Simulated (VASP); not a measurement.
Runs of VASP 6.6.1 on Ti. The structure is that of space group P6_3/mmc (No. 194), or close to it. The cells are those of the table. 

| task | level | potentials or basis | cell | k mesh | cutoff (eV) | smearing | gap on the mesh (eV) | pressure (GPa) |
| --- | --- | --- | --- | --- | --- | --- | --- | --- |
| electric field gradients | LDA | VASP PAW LDA potentials, release 64 (Ti_sv) | a = 2.950, b = 2.950, c = 4.686 Å, angles 90.0, 90.0, 120.0°, 2 atoms | 18 × 18 × 10 | 400 | fermi-dirac 0.05 eV | none | -10.7 |
| single point | PBE | VASP PAW PBE potentials, release 64 (Ti_sv) | a = 2.950, b = 2.950, c = 4.733 Å, angles 90.0, 90.0, 120.0°, 2 atoms | 18 × 18 × 10 | 500 | fermi-dirac 0.05 eV | none | -3.0 |
| electric field gradients | PBE | VASP PAW PBE potentials, release 64 (Ti_sv) | a = 2.950, b = 2.950, c = 4.686 Å, angles 90.0, 90.0, 120.0°, 2 atoms | 17 × 17 × 9 | 400 | fermi-dirac 0.02 eV | none | -2.7 |
| electric field gradients | PBEsol | VASP PAW PBE potentials, release 64 (Ti_sv) | a = 2.950, b = 2.950, c = 4.686 Å, angles 90.0, 90.0, 120.0°, 2 atoms | 18 × 18 × 10 | 400 | fermi-dirac 0.05 eV | none | (b) |
| single point | PBE | VASP PAW PBE potentials, release 64 (Ti_sv) | a = 2.950, b = 2.950, c = 4.827 Å, angles 90.0, 90.0, 120.0°, 2 atoms | 18 × 18 × 10 | 500 | fermi-dirac 0.05 eV | none | (a) |

Alike in all rows: no spin polarisation.

Question: Fill in the values left out.

Answer: (a) -4.8; (b) -6.8.

Caveats: the PAW data sets were made with another functional, which shifts forces and pressure a little (some runs).

A gap of «none» marks levels without a gap at the run's occupations.
